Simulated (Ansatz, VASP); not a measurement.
**One calculation of HfO2, two programs**

```xyz
3
Lattice="0.0000 2.5575 2.5575 2.5575 0.0000 2.5575 2.5575 2.5575 0.0000" Properties=species:S:1:pos:R:3 pbc="T T T"
Hf    0.0000    0.0000    0.0000
O     3.8363    3.8363    3.8363
O     1.2788    1.2788    1.2788
```

Alike in both runs: task single point; functional PBE; k mesh 9 × 9 × 9; occupations gaussian, width 0.02 eV; no spin polarisation.

|  | VASP | Ansatz |
| --- | --- | --- |
| version | VASP 6.6.1 | Ansatz 0.2.0 |
| potentials or method | VASP PAW PBE potentials, release 64 (Hf_pv, O) | Ansatz PAW |
| plane-wave cutoff (eV) | 520 | 420 |
| valence electrons in the cell | 22 | 38 |

Ansatz gave:

```
gap on the k mesh at the Fermi level (eV) : 3.83
least direct gap on the mesh (eV)         : 3.94
pressure (GPa)                            : -2.5
```

Estimate VASP's values.

gap on the k mesh at the Fermi level (eV): 3.84; least direct gap on the mesh (eV): 3.95; pressure (GPa): -6.0.

VASP's potentials hold 22 valence electrons a cell and Ansatz's 38, so a difference there can come from the potentials and not from the codes.

Spin-orbit coupling is off throughout. Noted on Ansatz's run: odd divisions of the mesh miss points on the zone boundary, where band edges often lie, so the gap on the mesh can be too wide.
